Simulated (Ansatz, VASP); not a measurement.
# Al2Ru: VASP beside Ansatz

```
Al Ru
1.0
     3.21500    0.00000    0.00000
     0.00000    3.21500    0.00000
     0.00000    0.00000    8.67580
Al Ru
4 2
Direct
  0.50000 0.50000 0.15715
  0.00000 0.00000 0.34285
  0.00000 0.00000 0.65715
  0.50000 0.50000 0.84285
  0.00000 0.00000 0.00000
  0.50000 0.50000 0.50000
```

Change from the starting cell: equal strain along all axes, cell held, atoms relaxed: +3.0 %.

Alike in both runs: functional PBEsol; k mesh 12 × 12 × 4; occupations gaussian, width 0.1 eV; no spin polarisation.

Ansatz relaxed the structure, and its values are those at the end. VASP's run is a single point on that final structure, the one shown.

|  | VASP | Ansatz |
| --- | --- | --- |
| version | VASP 6.6.1 | Ansatz 0.2.0 |
| potentials or method | VASP PAW PBE potentials, release 64 (Al, Ru_pv), cutoff 520 eV | scalar-relativistic, plane waves, PAW |
| valence electrons in the cell | 40 | 44 |

|  | VASP | Ansatz | Ansatz less VASP |
| --- | --- | --- | --- |
| gap on the k mesh at the Fermi level (eV) | none | none | - |
| pressure (GPa) | -13.0 | -13.0 | -0.03 |

VASP's potentials were made for PBE, not for PBEsol. A gap of «none» marks a metal or a gap that the smearing closes. VASP's potentials hold 40 valence electrons a cell and Ansatz's 44, so a difference there can come from the potentials and not from the codes. Ansatz's warnings: stress scf threshold loose.
